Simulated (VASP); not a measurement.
Runs of VASP 6.6.1 on Be2C. The structure is that of space group Fm-3m (No. 225), or close to it. The cells are those of the table. 

| task | cell | gap on the mesh (eV) | pressure (GPa) |
| --- | --- | --- | --- |
| single point | a = 3.058 Å, angles 60.0, 60.0, 90.0°, 3 atoms | 1.06 | -1.4 |
| single point | a = 3.029 Å, angles 60.0, 60.0, 90.0°, 3 atoms | 1.07 | 4.6 |
| relaxation of cell and atoms | relaxed to -2 GPa from a = 3.048 Å, angles 60.0, 60.0, 90.0°, 3 atoms | 1.06 | -2.0 |
| single point | a = 3.016 Å, angles 60.0, 60.0, 90.0°, 3 atoms | 1.08 | (b) |
| relaxation of cell and atoms | relaxed to 2 GPa from a = 3.048 Å, angles 60.0, 60.0, 90.0°, 3 atoms | 1.07 | 2.0 |
| single point | a = 2.983 Å, angles 60.0, 60.0, 90.0°, 3 atoms | 1.09 | 15.7 |
| single point | a = 3.038 Å, angles 60.0, 60.0, 90.0°, 3 atoms | 1.07 | (a) |

Alike in all rows: level PBEsol; potentials or basis VASP PAW PBE potentials, release 64 (Be, C); no spin polarisation; k mesh 10 × 10 × 10; cutoff (eV) 600; smearing gaussian 0.01 eV.

Task: Fill in the values left out.

Result: (a) 2.6; (b) 7.6.

Caveats: the PAW data sets were made with another functional, which shifts forces and pressure a little; the cell is relaxed towards a set pressure, so the enthalpy falls and the energy may rise (some runs).

A k mesh can miss the band edges.
